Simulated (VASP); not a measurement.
Set up this calculation in VASP 6.6.1, as the native input.

```
Task                   : single point
Functional             : PBEsol
Potentials or basis    : VASP PAW PBE potentials, release 64 (In_d, As)
Cutoff                 : 500 eV
k mesh                 : 8 × 8 × 8
Occupations            : fermi-dirac, width 0.05 eV
Spin                   : no spin polarisation
Dipole correction      : no
Further INCAR settings : ALGO = Normal; EDIFF = 1e-06; NBANDS = 16
```

The structure of InAs lies in POSCAR:

```
InAs
1.0
    0.0000000000      3.0441815433      3.0441815433
    3.0441815433      0.0000000000      3.0441815433
    3.0441815433      3.0441815433      0.0000000000
In As
1 1
Direct
    0.0000000000      0.0000000000      0.0000000000
    0.7500000000      0.7500000000      0.7500000000
```

These files were run (other wordings do the same):

INCAR

```
ALGO = Normal ; EDIFF = 1E-6
ENCUT = 500 ; GGA = PS
GGA_COMPAT = False ; ISIF = 2
ISMEAR = -1 ; LASPH = True
LCHARG = False ; LREAL = False
LWAVE = False ; NBANDS = 16
NELM = 120 ; PREC = Accurate
SIGMA = 0.05
```

KPOINTS

```
k-points
0
Gamma
  8 8 8
```

Potentials or basis: VASP PAW PBE potentials, release 64 (In_d, As).

Launch:

```console
$ cat potpaw_PBE.64/In_d/POTCAR potpaw_PBE.64/As/POTCAR > POTCAR
$ mpirun -np 1 vasp_std > vasp.out
```

Results of the run:

```
Pressure               : 0.1 GPa
Band gap on the k mesh : zero (filled and empty bands touch)
```

Caveat: the PAW data sets were made with another functional, which shifts forces and pressure a little; spin-orbit coupling is left out, which moves the levels of the heavy elements.

Run time: 11 s on 1 thread of Intel(R) Xeon(R) 6975P-C (Granite Rapids), on a shared host, peak memory 0.18 GiB.
